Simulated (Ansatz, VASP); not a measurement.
# MgO: VASP beside Ansatz

INCAR

```
PREC     = Accurate       # precision mode
ENCUT    = 520            # plane-wave cutoff, eV
EDIFF    = 1E-6           # SCF threshold, eV
ISMEAR   = 0              # smearing method
SIGMA    = 0.05           # smearing width, eV
LREAL    = False          # projectors in reciprocal space
LASPH    = True           # aspherical terms in the spheres
NELM     = 60             # most SCF steps
ALGO     = Normal         # electronic algorithm
ISIF     = 2              # what is computed and relaxed
LWAVE    = False          # write WAVECAR
LCHARG   = False          # write CHGCAR
GGA      = PE             # functional
NBANDS   = 36             # bands
```

File KPOINTS:

```
regular mesh
0
Gamma
  7 7 2
```

POSCAR

```
MgO
1.0
   -3.5213164963      0.0000000000      0.0000000000
   -1.7606582481     -3.0495495406      0.0000000000
   -0.8803291241     -1.0165165135     12.7181472718
Mg O
6 6
Direct
    0.6597208333      0.6388833333      0.0833500000
    0.6319430556      0.5277722222      0.4166833333
    0.6041652778      0.4166611111      0.7500166667
    0.2569430556      0.0277722222      0.9166833333
    0.3124986111      0.2499944444      0.2500166667
    0.2847208333      0.1388833333      0.5833500000
    0.5902763889      0.3611055556      0.9166833333
    0.6458319444      0.5833277778      0.2500166667
    0.6180541667      0.4722166667      0.5833500000
    0.3263875000      0.3055500000      0.0833500000
    0.2986097222      0.1944388889      0.4166833333
    0.2708319444      0.0833277778      0.7500166667
```

Input for Ansatz:

```yaml
crystal:
  lattice:
    - [-3.5213164963, 0.0, 0.0]
    - [-1.7606582481, -3.0495495406, 0.0]
    - [-0.8803291241, -1.0165165135, 12.7181472718]
  atoms:
    - { symbol: Mg, position: [0.6597208333, 0.6388833333, 0.08335] }
    - { symbol: Mg, position: [0.6319430556, 0.5277722222, 0.4166833333] }
    - { symbol: Mg, position: [0.6041652778, 0.4166611111, 0.7500166667] }
    - { symbol: Mg, position: [0.2569430556, 0.0277722222, 0.9166833333] }
    - { symbol: Mg, position: [0.3124986111, 0.2499944444, 0.2500166667] }
    - { symbol: Mg, position: [0.2847208333, 0.1388833333, 0.58335] }
    - { symbol: O, position: [0.5902763889, 0.3611055556, 0.9166833333] }
    - { symbol: O, position: [0.6458319444, 0.5833277778, 0.2500166667] }
    - { symbol: O, position: [0.6180541667, 0.4722166667, 0.58335] }
    - { symbol: O, position: [0.3263875, 0.30555, 0.08335] }
    - { symbol: O, position: [0.2986097222, 0.1944388889, 0.4166833333] }
    - { symbol: O, position: [0.2708319444, 0.0833277778, 0.7500166667] }
basis:
  ecutwfc: 520.0
kpoints:
  mp_grid: { grid: [7, 7, 2] }
hamiltonian:
  xc: pbe
  pseudopotentials: { kind: paw, azcp: { folder: soft_1 } }
scf:
  occupations: { method: gaussian, width: 0.05 }
output:
  forces: true
  stress: true
  eigenvalues: true
  write_density: true
  write_potential: true
  elf: true
  volumetric_format: npy
```

Alike in both runs: task single point; functional PBE; k mesh 7 × 7 × 2; occupations gaussian, width 0.05 eV; no spin polarisation.

|  | VASP | Ansatz |
| --- | --- | --- |
| version | VASP 6.6.1 | Ansatz 0.2.0 |
| potentials or method | VASP PAW PBE potentials, release 64 (Mg, O), cutoff 520 eV | scalar-relativistic, plane waves, PAW |
| valence electrons in the cell | 48 | 96 |

Ansatz gave:

| Item | Value |
| --- | --- |
| gap on the k mesh at the Fermi level (eV) | 2.05 |
| least direct gap on the mesh (eV) | 2.05 |
| pressure (GPa) | 0.9 |
| traceless stress, the component that is largest in VASP (GPa) | 7.35 |
| rms of the force components (eV/Å) | 0.701 |

Task: What did VASP give for the same quantities?

Result: gap on the k mesh at the Fermi level (eV): 2.02; least direct gap on the mesh (eV): 2.02; pressure (GPa): 0.4; traceless stress, the component that is largest in VASP (GPa): 7.34; rms of the force components (eV/Å): 0.707.

Atom by atom the forces differ by 0.010 eV/Å (rms over components). VASP's potentials hold 48 valence electrons a cell and Ansatz's 96, so a difference there can come from the potentials and not from the codes.
